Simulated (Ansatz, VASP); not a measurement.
## CdS, level by level in two programs

```xyz
4
Lattice="4.0939 0.0000 0.0000 -2.0470 3.5454 0.0000 0.0000 0.0000 6.6459" Properties=species:S:1:pos:R:3 pbc="T T T"
Cd    2.0470    1.1818    3.3230
Cd    0.0000    2.3636    0.0000
S     2.0470    1.1818    5.8152
S     0.0000    2.3636    2.4922
```

Single points on this cell with VASP 6.6.1 and Ansatz 0.2.0. Each row is one pair of runs. Alike in all rows: spin: off; k mesh: 7 × 7 × 4; smearing: fermi-dirac, width 0.05 eV; VASP's potentials, cutoff: VASP PAW PBE potentials, release 64 (Cd, S), 520 eV; Ansatz's potentials, cutoff: Ansatz PAW, 420 eV.

```tsv
level	gap on the k mesh at the Fermi level (eV), VASP	gap on the k mesh at the Fermi level (eV), Ansatz	least direct gap on the mesh (eV), VASP	least direct gap on the mesh (eV), Ansatz	pressure (GPa), VASP	pressure (GPa), Ansatz
BLYP	1.27	1.24	1.27	1.24	8.8	8.3
RPBE+D4	?	1.48	?	1.48	?	2.4
PBE exchange alone	1.28	1.28	1.28	1.28	14.5	14.2
```

**Question.** Fill in what VASP gave in row 2.

**Answer.** gap on the k mesh at the Fermi level (eV): 1.48; least direct gap on the mesh (eV): 1.48; pressure (GPa): 2.8.

VASP's potentials hold 36 valence electrons a cell and Ansatz's 52, so a difference there can come from the potentials and not from the codes.

Noted on Ansatz's runs: odd divisions of the mesh miss points on the zone boundary, where band edges often lie, so the gap on the mesh can be too wide.
